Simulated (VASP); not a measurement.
# Rh in VASP: single point with PBE

Aim: the single point of Rh with PBE.

Everything below comes from runs of VASP 6.6.1. Logs are shortened: lines on timing, memory, paths and dates and some standing lists are left out, and cuts for length are marked.

## Step 1: The cell of the first run

The cell holds a slab with vacuum, 6 atoms: a = 2.689 Å, b = 2.689 Å, c = 24.508 Å, α = 90.00°, β = 90.00°, γ = 90.00°.

## Step 2: Single point, PBE

The input, INCAR:

```
PREC = Accurate
ENCUT = 520
EDIFF = 1E-6
ISMEAR = -1
SIGMA = 0.05
LREAL = False
LASPH = True
NELM = 60
ALGO = Normal
ISIF = 2
LWAVE = False
LCHARG = True
LDIPOL = True
IDIPOL = 3
DIPOL = 0.5 0.5 0.500
GGA = PE
LELF = True
LVHAR = True
LVACPOTAV = True
NBANDS = 54
```

The input, KPOINTS:

```
Automatic mesh
0
Gamma
  10 10 1
```

The input, POSCAR:

```
Rh
1.0
    2.6891977995      0.0000000000      0.0000000000
    0.0000000000      2.6891977995      0.0000000000
    0.0000000000      0.0000000000     24.5077500000
Rh
6
Direct
    0.5000000000      0.5000000000      0.3060256449
    0.0000000000      0.0000000000      0.3836153870
    0.5000000000      0.5000000000      0.4612051290
    0.0000000000      0.0000000000      0.5387948710
    0.5000000000      0.5000000000      0.6163846130
    0.0000000000      0.0000000000      0.6939743551
```

Potentials or basis: VASP PAW PBE potentials, release 64 (Rh_pv).

On the command line:

```console
$ cat potpaw_PBE.64/Rh_pv/POTCAR > POTCAR
$ mpirun -np 1 vasp_std > vasp.out
```

OUTCAR:

```text
PREC = Accurate
   ENCUT = 520
   EDIFF = 1E-6
   ISMEAR = -1
   LREAL = False
   LASPH = True
   NELM = 60
   ISIF = 2
   GGA = PE

 ion  position               nearest neighbor table
   1  0.500  0.500  0.306-   2 2.69   2 2.69   2 2.69   2 2.69
   2  0.000  0.000  0.384-   3 2.69   3 2.69   3 2.69   3 2.69   1 2.69   1 2.69   1 2.69   1 2.69

   3  0.500  0.500  0.461-   2 2.69   4 2.69   2 2.69   4 2.69   2 2.69   4 2.69   2 2.69   4 2.69

   4  0.000  0.000  0.539-   3 2.69   5 2.69   3 2.69   5 2.69   3 2.69   5 2.69   3 2.69   5 2.69

   5  0.500  0.500  0.616-   4 2.69   4 2.69   4 2.69   4 2.69   6 2.69   6 2.69   6 2.69   6 2.69

   6  0.000  0.000  0.694-   5 2.69   5 2.69   5 2.69   5 2.69

  LATTYP: Found a simple tetragonal cell.
 ALAT       =     2.6891977995
 C/A-ratio  =     9.1134054938

  Lattice vectors:

 A1 = (   2.6891977995,   0.0000000000,   0.0000000000)
 A2 = (   0.0000000000,   2.6891977995,   0.0000000000)
 A3 = (   0.0000000000,   0.0000000000,  24.5077500000)

Analysis of symmetry for initial positions (statically):
=====================================================================
 Subroutine PRICEL returns:
 Original cell was already a primitive cell.

 Routine SETGRP: Setting up the symmetry group for a
 simple tetragonal supercell.

 Subroutine GETGRP returns: Found 16 space group operations
 (whereof  8 operations were pure point group operations)
 out of a pool of 16 trial point group operations.

The static configuration has the point symmetry C_4v.
 The point group associated with its full space group is D_4h.

Analysis of symmetry for dynamics (positions and initial velocities):
=====================================================================
 Subroutine PRICEL returns:
 Original cell was already a primitive cell.

 Routine SETGRP: Setting up the symmetry group for a
 simple tetragonal supercell.

 Subroutine GETGRP returns: Found 16 space group operations
 (whereof  8 operations were pure point group operations)
 out of a pool of 16 trial point group operations.

The dynamic configuration has the point symmetry C_4v.
 The point group associated with its full space group is D_4h.

 Subroutine INISYM returns: Found 16 space group operations
 (whereof  8 operations are pure point group operations),
 and found     1 'primitive' translations

----------------------------------------------------------------------------------------

                                     Primitive cell

  volume of cell :     177.2348

  direct lattice vectors                    reciprocal lattice vectors
     2.689197800  0.000000000  0.000000000     0.371858106  0.000000000  0.000000000
     0.000000000  2.689197800  0.000000000     0.000000000  0.371858106  0.000000000
     0.000000000  0.000000000 24.507750000     0.000000000  0.000000000  0.040803419

  length of vectors
     2.689197800  2.689197800 24.507750000     0.371858106  0.371858106  0.040803419

  position of ions in fractional coordinates (direct lattice)
     0.500000000  0.500000000  0.306025645
     0.000000000  0.000000000  0.383615387
     0.500000000  0.500000000  0.461205129
     0.000000000  0.000000000  0.538794871
     0.500000000  0.500000000  0.616384613
     0.000000000  0.000000000  0.693974355

  ion indices of the primitive-cell ions
   primitive index   ion index
                 1           1
                 2           2
                 3           3
                 4           4
                 5           5
                 6           6

----------------------------------------------------------------------------------------

 KPOINTS: Automatic mesh

Automatic generation of k-mesh.
 Grid dimensions read from file:
 generate k-points for:   10   10    1

 Generating k-lattice:

  Cartesian coordinates                     Fractional coordinates (reciprocal lattice)
     0.037185811  0.000000000  0.000000000     0.100000000  0.000000000  0.000000000
     0.000000000  0.037185811  0.000000000     0.000000000  0.100000000  0.000000000
     0.000000000  0.000000000  0.040803419     0.000000000  0.000000000  1.000000000

  Length of vectors
     0.037185811  0.037185811  0.040803419

  Shift w.r.t. Gamma in fractional coordinates (k-lattice)
     0.000000000  0.000000000  0.000000000

 Subroutine IBZKPT returns following result:
 ===========================================

 Found     21 irreducible k-points:

 Following reciprocal coordinates:
            Coordinates               Weight
  0.000000  0.000000  0.000000      1.000000
  0.100000  0.000000  0.000000      4.000000
  0.200000  0.000000  0.000000      4.000000
  0.300000  0.000000  0.000000      4.000000
  0.400000  0.000000  0.000000      4.000000
  0.500000  0.000000  0.000000      2.000000
[... 13 lines left out ...]
  0.500000  0.400000  0.000000      4.000000
  0.500000  0.500000  0.000000      1.000000
   k-points           NKPTS =     21   k-points in BZ     NKDIM =     21   number of bands    NBANDS=     54
   number of dos      NEDOS =    301   number of ions     NIONS =      6
   total plane-waves  NPLWV =  76800
   dimension x,y,z NGX =    20 NGY =   20 NGZ =  192
   dimension x,y,z NGXF=    40 NGYF=   40 NGZF=  384
   ions per type =               6
   NGX,Y,Z   is equivalent  to a cutoff of  12.36, 12.36, 13.02 a.u.
   NGXF,Y,Z  is equivalent  to a cutoff of  24.73, 24.73, 26.05 a.u.
 SYSTEM =  unknown system
   PREC   = accura    normal or accurate (medium, high low for compatibility)
   ISTART =      0    job   : 0-new  1-cont  2-samecut
   ICHARG =      2    charge: 1-file 2-atom 10-const
   ISPIN  =      1    spin polarized calculation?
   LNONCOLLINEAR =      F non collinear calculations
   LSORBIT =      F    spin-orbit coupling
   LASPH  =      T    aspherical Exc in radial PAW
   ENCUT  =  520.0 eV  38.22 Ry    6.18 a.u.   5.00  5.00 45.57*2*pi/ulx,y,z
   NELM   =     60;   NELMIN=  2; NELMDL= -5     # of ELM steps
   EDIFF  = 0.1E-05   stopping-criterion for ELM
   LREAL  =      F    real-space projection
   EDIFFG = 0.1E-04   stopping-criterion for IOM
   NSW    =      0    number of steps for IOM
   IBRION =     -1    ionic relax: 0-MD 1-quasi-New 2-CG
   NFREE  =      0    steps in history (QN), initial steepest desc. (CG)
   ISIF   =      2    stress and relaxation
   ISYM   =      2    0-nonsym 1-usesym 2-fastsym
   POTIM  = 0.5000    time-step for ionic-motion
   TEBEG  =    0.0;   TEEND  =   0.0 temperature during run
   PSTRESS=    0.0 pullay stress
   NELECT =      90.0000    total number of electrons
   NUPDOWN=      -1.0000    fix difference up-down
   EMIN   =  10.00;   EMAX   =-10.00  energy-range for DOS
   EFERMI =   0.00;   METHOD = LEGACY
   ISMEAR =    -1;   SIGMA  =   0.05  broadening in eV -4-tet -1-fermi 0-gaus
   EFERMI_NEDOS =   21; number of points for ismear=-14 and -15
   IALGO  =     38    algorithm
   IMIX   =      4    mixing-type and parameters
     AMIX     =   0.40;   BMIX     =  1.00
     AMIX_MAG =   1.60;   BMIX_MAG =  1.00
  volume/ion in A,a.u.               =      29.54       199.34
  Fermi-wavevector in a.u.,A,eV,Ry     =   1.306089  2.468150 23.209741  1.705868
  Thomas-Fermi vector in A             =   2.436914
   LORBIT       =      0    0 simple, 1 ext, 2 COOP (PROOUT), +10 PAW based schemes
   GGA     = PE    functional components
   LHFCALC =     F    Hartree Fock is set to
   AEXX    =    0.0000 exact exchange contribution
   IVDW    =     0    specifies the selected vdW correction
   LEPSILON=     F    determine dielectric tensor
   LRPA    =     F    only Hartree local field effects (RPA)
 non-spin polarized calculation
  energy-cutoff  :      520.00
  volume of cell :      177.23
 maximum number of plane-waves:      4848
   NGX = 11   NGY = 11   NGZ = 91

 number of electron      90.0000015 magnetization

 dipolmoment           0.000000      0.000000      0.000000 electrons x Angstroem

 Free energy of the ion-electron system (eV)
  ---------------------------------------------------
  ext. energy  EPLUGINS =         0.00000000
  ---------------------------------------------------
  free energy    TOTEN  =       -41.43348806 eV

  energy without entropy =      -41.37196062  energy(sigma->0) =      -41.40272434

 E-fermi :   2.8280     XC(G=0):  -7.3604

 val. band max:        2.7959434347   @ k =   0.1000   0.0000   0.0000
 cond. band min:       2.8324795550   @ k =   0.5000   0.0000   0.0000
 fundamental gap:      0.0365361203
 Fermi energy:         2.8279905131

 k-point     1 :       0.0000    0.0000    0.0000
  band No.  band energies     occupation
      1     -44.2174      2.00000
      2     -44.0510      2.00000
      3     -43.8474      2.00000
      4     -43.8270      2.00000
      5     -43.8270      2.00000
      6     -43.7495      2.00000
[... 46 lines left out ...]
     53       3.6553      0.00000
     54       4.4296      0.00000

 k-point     2 :       0.1000    0.0000    0.0000
  band No.  band energies     occupation
      1     -44.2042      2.00000
      2     -44.0585      2.00000
      3     -43.8874      2.00000
      4     -43.8500      2.00000
      5     -43.8185      2.00000
      6     -43.7493      2.00000
[... 46 lines left out ...]
     53       3.7945      0.00000
     54       5.3115      0.00000

 k-point     3 :       0.2000    0.0000    0.0000
  band No.  band energies     occupation
      1     -44.1741      2.00000
      2     -44.0956      2.00000
      3     -43.9759      2.00000
      4     -43.9161      2.00000
      5     -43.8174      2.00000
      6     -43.7985      2.00000
[... 46 lines left out ...]
     53       4.9016      0.00000
     54       6.6216      0.00000
[... 913 lines left out ...]
 k-point    20 :       0.5000    0.4000    0.0000
  band No.  band energies     occupation
      1     -44.2144      2.00000
      2     -44.2144      2.00000
      3     -44.1194      2.00000
      4     -44.1194      2.00000
      5     -43.9916      2.00000
      6     -43.9916      2.00000
[... 46 lines left out ...]
     53      10.1791      0.00000
     54      10.1791      0.00000

 k-point    21 :       0.5000    0.5000    0.0000
  band No.  band energies     occupation
      1     -44.2340      2.00000
      2     -44.2340      2.00000
      3     -44.1235      2.00000
      4     -44.1235      2.00000
      5     -43.9965      2.00000
      6     -43.9965      2.00000
[... 46 lines left out ...]
     53      10.8159      0.00000
     54      10.8159      0.00000

------------------------ aborting loop because EDIFF is reached ----------------------------------------

  FORCE on cell =-STRESS in cart. coord.  units (eV):
  Direction    XX          YY          ZZ          XY          YZ          ZX
  --------------------------------------------------------------------------------------
  -------------------------------------------------------------------------------------
  Total       -0.9451805     -0.9451805      0.0169103      0.0000000      0.0000000      0.0000000
  in kB       -8.5442983     -8.5442983      0.1528671      0.0000000      0.0000000      0.0000000
  external PRESSURE =      -5.6452431 kB  Pullay stress =       0.0000000 kB

 VOLUME and BASIS-vectors are now :
 -----------------------------------------------------------------------------
  energy-cutoff  :      520.00
  volume of cell :      177.23
      direct lattice vectors                 reciprocal lattice vectors
     2.689197800  0.000000000  0.000000000     0.371858106  0.000000000  0.000000000
     0.000000000  2.689197800  0.000000000     0.000000000  0.371858106  0.000000000
     0.000000000  0.000000000 24.507750000     0.000000000  0.000000000  0.040803419

 POSITION                                       TOTAL-FORCE (eV/Angst)
 -----------------------------------------------------------------------------------
      1.34460      1.34460      7.50000         0.000000     -0.000000      0.380248
      0.00000      0.00000      9.40155         0.000000     -0.000000     -0.569416
      1.34460      1.34460     11.30310         0.000000     -0.000000     -0.223161
      0.00000      0.00000     13.20465         0.000000     -0.000000      0.223161
      1.34460      1.34460     15.10620        -0.000000      0.000000      0.569416
      0.00000      0.00000     17.00775         0.000000      0.000000     -0.380248
 -----------------------------------------------------------------------------------
    total drift:                               -0.000000     -0.000000      0.000000

  FREE ENERGIE OF THE ION-ELECTRON SYSTEM (eV)
  ---------------------------------------------------
  free  energy   TOTEN  =       -41.4334880626 eV

  energy  without entropy=      -41.3719606194  energy(sigma->0) =      -41.40272434

 vacuum level on the upper side and lower side of the slab         7.912         7.912
```

Run time: 4.4 min. Hardware: 1 thread of AMD EPYC 7R43 (Zen 3), shared host; peak memory 0.29 GiB.

What came out:

| Quantity | Value |
| --- | --- |
| Free energy | -41.4335 eV |
| Largest force | 0.569 eV/Å |
| Band gap on the k mesh | zero (bands 45 and 46 overlap by 1.70 eV) |

Forces in eV/Å, atoms in the order of the input:
```
Rh   0.000  0.000  0.380
Rh   0.000  0.000 -0.569
Rh   0.000  0.000 -0.223
Rh   0.000  0.000  0.223
Rh   0.000  0.000  0.569
Rh   0.000  0.000 -0.380
```

Levels at points of the mesh, in eV from the Fermi level:
| k point | band 40 | band 41 | band 42 | band 43 | band 44 | band 45 | band 46 | band 47 | band 48 | band 49 |
| --- | --- | --- | --- | --- | --- | --- | --- | --- | --- | --- |
| (0.00, 0.00, 0.00) | -1.11 | -0.91 | -0.61 | -0.55 | -0.55 | -0.22 | 0.06 | 0.19 | 0.32 | 0.32 |
| (0.50, 0.00, 0.00) | -1.44 | -0.58 | -0.58 | 0.00 | 0.00 | 0.11 | 0.11 | 0.49 | 0.49 | 1.55 |
| (0.50, 0.50, 0.00) | 0.35 | 0.38 | 0.38 | 0.95 | 0.95 | 1.00 | 1.00 | 1.52 | 1.52 | 4.10 |
